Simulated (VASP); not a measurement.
Wanted: the native input for a VASP 6.6.1 run.

* Task: relaxation of cell and atoms
* Functional: PBE
* Potentials or basis: VASP PAW PBE potentials, release 64 (Li_sv, Y_sv, Zn, C, N)
* Cutoff: 600 eV
* k mesh: 4 × 4 × 4
* Occupations: gaussian, width 0.1 eV
* Spin: no spin polarisation
* Dipole correction: no
* Further INCAR settings: LREAL = Auto; ALGO = Normal; EDIFF = 1e-06; IBRION = 2; EDIFFG = -0.04; NSW = 90; ISIF = 3

The structure of Li2YZnC6N6 lies in POSCAR:

```
Li2YZnC6N6
1.0
    0.0000000000      5.2970000000      5.2970000000
    5.2970000000      0.0000000000      5.2970000000
    5.2970000000      5.2970000000      0.0000000000
Li Y Zn C N
2 1 1 6 6
Direct
    0.2500000000      0.2500000000      0.2500000000
    0.7500000000      0.7500000000      0.7500000000
    0.5000000000      0.5000000000      0.5000000000
    0.0000000000      0.0000000000      0.0000000000
    0.8190485200      0.1809514800      0.1809514800
    0.1809514800      0.8190485200      0.1809514800
    0.1809514800      0.1809514800      0.8190485200
    0.1809514800      0.8190485200      0.8190485200
    0.8190485200      0.1809514800      0.8190485200
    0.8190485200      0.8190485200      0.1809514800
    0.7086086500      0.2913913500      0.2913913500
    0.2913913500      0.7086086500      0.2913913500
    0.2913913500      0.2913913500      0.7086086500
    0.2913913500      0.7086086500      0.7086086500
    0.7086086500      0.2913913500      0.7086086500
    0.7086086500      0.7086086500      0.2913913500
```

The input as run:

INCAR

```
SYSTEM = Li2YZnC6N6
  ALGO = Normal
  EDIFF = 1E-6
  EDIFFG = -0.04
  ENCUT = 600
  GGA = PE
  IBRION = 2
  ISIF = 3
  ISMEAR = 0
  LASPH = .True.
  LCHARG = .False.
  LREAL = Auto
  LWAVE = .False.
  NELM = 100
  NSW = 90
  PREC = Accurate
  SIGMA = 0.1
```

KPOINTS

```
k-points
0
Gamma
  4 4 4
  0 0 0
```

Potentials or basis: VASP PAW PBE potentials, release 64 (Li_sv, Y_sv, Zn, C, N).

Launch:

```bash
$ cat potpaw_PBE.64/Li_sv/POTCAR potpaw_PBE.64/Y_sv/POTCAR potpaw_PBE.64/Zn/POTCAR potpaw_PBE.64/C/POTCAR potpaw_PBE.64/N/POTCAR > POTCAR
$ mpirun -np 1 vasp_std > vasp.out
```

It gave:

```yaml
Relaxed_volume: 23.80 Å³/atom
Relaxed_cell: a = 8.135 Å, b = 8.135 Å, c = 8.135 Å, α = 60.00°, β = 60.00°, γ = 60.00°
Space_group_after_relaxing_to_0.1_Å: Fm-3m (No. 225)
Energy_gained_by_relaxing: 217.8 meV/atom
Ionic_steps: 14
Pressure_after_relaxing: -0.1 GPa
Largest_force_after_relaxing: 0.015 eV/Å
Band_gap_on_the_k_mesh: zero (an odd number of electrons rules out a gap without spin polarisation)
```

Caveat: the cutoff is under 1.25 times the usual one of these potentials, so pressure, stress and relaxed cells hold a basis-set (Pulay) error; the volume moved by over 15 % at a fixed basis, so the end points are rough; an odd number of electrons without spin polarisation forces a metal; a magnetic or distorted state may lie lower.

It took 21 min on 1 thread of Intel(R) Xeon(R) 6975P-C (Granite Rapids) (shared host), peak memory 0.61 GiB.
